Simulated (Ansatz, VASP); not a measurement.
## SnTe3As in VASP and in Ansatz

```
Sn Te As
1.0
     5.49657    0.00000    0.00000
     0.00000    5.49657    0.00000
     0.00000    0.00000    5.49657
Sn Te As
1 3 1
Direct
  0.00000 0.00000 0.00000
  0.00000 0.50000 0.50000
  0.50000 0.00000 0.50000
  0.50000 0.50000 0.00000
  0.50000 0.50000 0.50000
```

Change from the starting cell: species swapped into the DyBRh3 type (Pm-3m, No. 221).

Alike in both runs: functional PBE; k mesh 4 × 4 × 4; occupations gaussian, width 0.1 eV; no spin polarisation.

Ansatz relaxed the structure, and its values are those at the end. VASP's run is a single point on that final structure, the one shown.

```csv
,VASP,Ansatz
version,VASP 6.6.1,Ansatz 0.2.0
potentials or method,"VASP PAW PBE potentials, release 64 (Sn_d, Te, As), cutoff 520 eV","scalar-relativistic, plane waves, PAW"
valence electrons in the cell,37,77
```

|  | VASP | Ansatz | Ansatz less VASP |
| --- | --- | --- | --- |
| gap on the k mesh at the Fermi level (eV) | none | none | - |
| pressure (GPa) | -0.1 | -0.1 | 0.00 |

A gap of «none» marks a metal or a gap that the smearing closes. VASP's potentials hold 37 valence electrons a cell and Ansatz's 77, so a difference there can come from the potentials and not from the codes.

Spin-orbit coupling is off throughout.
